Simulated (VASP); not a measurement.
A run of VASP 6.6.1:

The input INCAR:

```
SYSTEM = AlSnH4
ALGO = Normal
EDIFF = 1E-7
EDIFFG = -0.04
ENCUT = 600
GGA = PE
IBRION = 2
ISIF = 3
ISMEAR = 0
LASPH = .True.
LCHARG = .False.
LREAL = .False.
LWAVE = .False.
NELM = 80
NSW = 90
PREC = Accurate
SIGMA = 0.1
```

KPOINTS

```
k-points
0
Gamma
  6 6 4
  0 0 0
```

The input POSCAR:

```
AlSnH4
1.0
    3.4000882943      0.0000000000      0.0000000000
    0.0000000000      3.4000882943      0.0000000000
    0.0000000000      0.0000000000      5.9644067624
Al Sn H
1 1 4
Direct
    0.0000000000      0.0000000000      0.0000000000
    0.5000000000      0.5000000000      0.5000000000
    0.0000000000      0.0000000000      0.7062680874
    0.5000000000      0.0000000000      0.0000000000
    0.0000000000      0.5000000000      0.0000000000
    0.0000000000      0.0000000000      0.2937319126
```

Potentials or basis: VASP PAW PBE potentials, release 64 (Al, Sn_d, H).

Command:

```console
$ cat potpaw_PBE.64/Al/POTCAR potpaw_PBE.64/Sn_d/POTCAR potpaw_PBE.64/H/POTCAR > POTCAR
$ mpirun -np 1 vasp_std > vasp.out
```

Hardware: 1 thread of Intel Xeon 8259CL (shared host).

Problem. How long does it take, and how much memory?

Solution. It took 3.3 min on 1 thread of Intel Xeon 8259CL (shared host), peak memory 0.22 GiB. Counts: scf iterations 56, k points 30, ion steps 6.
